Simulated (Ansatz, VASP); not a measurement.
## TlCuI3 in VASP and in Ansatz

Contents of INCAR:

```
SYSTEM = TlCuI3
ALGO = Normal
EDIFF = 1E-6
ENCUT = 520
GGA = PE
ISIF = 2
ISMEAR = 0
LASPH = .TRUE.
LCHARG = .FALSE.
LREAL = .FALSE.
LWAVE = .FALSE.
NBANDS = 30
NELM = 80
PREC = Accurate
SIGMA = 0.1
```

The input KPOINTS:

```
k-points
0
G
  8 8 8
  0 0 0
```

File POSCAR:

```
TlCuI3
1.0
    5.7254165480      0.0000000000      0.0000000000
    0.0000000000      5.7254165480      0.0000000000
    0.0000000000      0.0000000000      5.7254165480
Tl Cu I
1 1 3
Direct
    0.5000000000      0.5000000000      0.5000000000
    0.0000000000      0.0000000000      0.0000000000
    0.5000000000      0.0000000000      0.0000000000
    0.0000000000      0.5000000000      0.0000000000
    0.0000000000      0.0000000000      0.5000000000
```

Input for Ansatz:

```yaml
crystal:
  lattice:
    - [5.725416548, 0.0, 0.0]
    - [0.0, 5.725416548, 0.0]
    - [0.0, 0.0, 5.725416548]
  atoms:
    - { symbol: Tl, position: [0.5, 0.5, 0.5] }
    - { symbol: Cu, position: [0.0, 0.0, 0.0] }
    - { symbol: I, position: [0.5, 0.0, 0.0] }
    - { symbol: I, position: [0.0, 0.5, 0.0] }
    - { symbol: I, position: [0.0, 0.0, 0.5] }
basis:
  ecutwfc: 420
kpoints:
  mp_grid: { grid: [8, 8, 8] }
hamiltonian:
  xc: pbe
scf:
  occupations: { method: gaussian, width: 0.1 }
output:
  forces: true
  stress: true
  eigenvalues: true
```

Alike in both runs: task single point; functional PBE; k mesh 8 × 8 × 8; occupations gaussian, width 0.1 eV; no spin polarisation.

```csv
,VASP,Ansatz
version,VASP 6.6.1,Ansatz 0.2.0
potentials or method,"VASP PAW PBE potentials, release 64 (Tl_d, Cu, I), cutoff 520 eV","scalar-relativistic, plane waves, PAW"
valence electrons in the cell,45,83
```

|  | VASP | Ansatz | Ansatz less VASP |
| --- | --- | --- | --- |
| gap on the k mesh at the Fermi level (eV) | none | none | - |
| pressure (GPa) | -1.8 | -1.9 | -0.04 |

A gap of «none» marks a metal or a gap that the smearing closes. With one functional, cell and mesh, what is left measures potentials, basis and numerics. VASP's potentials hold 45 valence electrons a cell and Ansatz's 83, so a difference there can come from the potentials and not from the codes.

Spin-orbit coupling is off throughout.
